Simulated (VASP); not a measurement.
LiF (a cell with a defect):

```xyz
62
Lattice="8.0152 0.0000 0.0000 0.0000 8.0152 0.0000 0.0000 0.0000 8.0152" Properties=species:S:1:pos:R:3 pbc="T T T"
F     1.9975    0.0480    0.0484
F     1.9896    0.0559    3.9553
F     1.9895    3.9549    0.0561
F     1.9146    3.9607    3.9613
F     6.0201    0.0124    0.0130
F     6.0322    0.0206    3.9961
F     6.0322    3.9957    0.0212
F     6.1339    3.9987    3.9992
F     0.0508    1.9948    0.0486
F     0.0586    1.9867    3.9555
F     0.0153    6.0172    0.0131
F     0.0235    6.0294    3.9961
F     3.9578    1.9866    0.0559
F     3.9638    1.9117    3.9613
F     3.9984    6.0294    0.0211
F     4.0015    6.1311    3.9991
F     0.0507    0.0480    1.9953
F     0.0153    0.0125    6.0177
F     0.0587    3.9548    1.9872
F     0.0234    3.9957    6.0300
F     3.9576    0.0558    1.9871
F     3.9985    0.0205    6.0299
F     3.9634    3.9604    1.9122
F     4.0015    3.9987    6.1315
F     2.0069    2.0040    6.0033
F     2.0068    6.0026    2.0045
F     2.0097    6.0101    6.0105
F     6.0054    2.0040    2.0045
F     6.0130    2.0069    6.0106
F     6.0128    6.0099    2.0074
F     6.0145    6.0116    6.0121
Li    0.0033    0.0005    0.0010
Li    0.0041    0.0013    4.0031
Li    0.0040    4.0027    0.0019
Li    0.0107    4.0042    4.0048
Li    4.0055    0.0012    0.0017
Li    4.0071    0.0078    4.0049
Li    4.0071    4.0042    0.0083
Li    2.0194    2.0165    7.8213
Li    2.0652    2.0621    4.1785
Li    2.0206    5.9861    7.9897
Li    2.0712    5.9387    4.0321
Li    5.9892    2.0178    7.9897
Li    5.9415    2.0684    4.0321
Li    5.9976    5.9947    8.0055
Li    5.9527    5.9499    4.0199
Li    2.0192    7.8206    2.0172
Li    2.0206    7.9892    5.9865
Li    2.0648    4.1779    2.0625
Li    2.0711    4.0316    5.9396
Li    5.9892    7.9891    2.0184
Li    5.9976    8.0050    5.9951
Li    5.9412    4.0314    2.0689
Li    5.9528    4.0194    5.9506
Li    7.8235    2.0167    2.0174
Li    7.9921    2.0178    5.9864
Li    7.9919    5.9857    2.0184
Li    8.0078    5.9946    5.9951
Li    4.1807    2.0615    2.0623
Li    4.0345    2.0682    5.9398
Li    4.0342    5.9390    2.0687
Li    4.0222    5.9500    5.9505
```

Base run:

```yaml
Program: VASP 6.6.1
Functional: r2SCAN
Potentials_or_basis: VASP PAW PBE potentials, release 64 (F, Li_sv)
Cutoff: 520 eV
k_mesh: 1 × 1 × 1, shifted
Occupations: fermi-dirac, width 0.05 eV
Spin: no spin polarisation
```

Its results: band gap on the k mesh 7.68 eV; largest force 0.097 eV/Å.

Task: The run is repeated on the same cell with these changes: functional from r2SCAN to PBEsol. What comes out?

Result: Band gap on the k mesh 7.11 eV; largest force 0.028 eV/Å.

Caveats: the PAW data sets were made with another functional, which shifts forces and pressure a little.

A k mesh can miss the band edges.
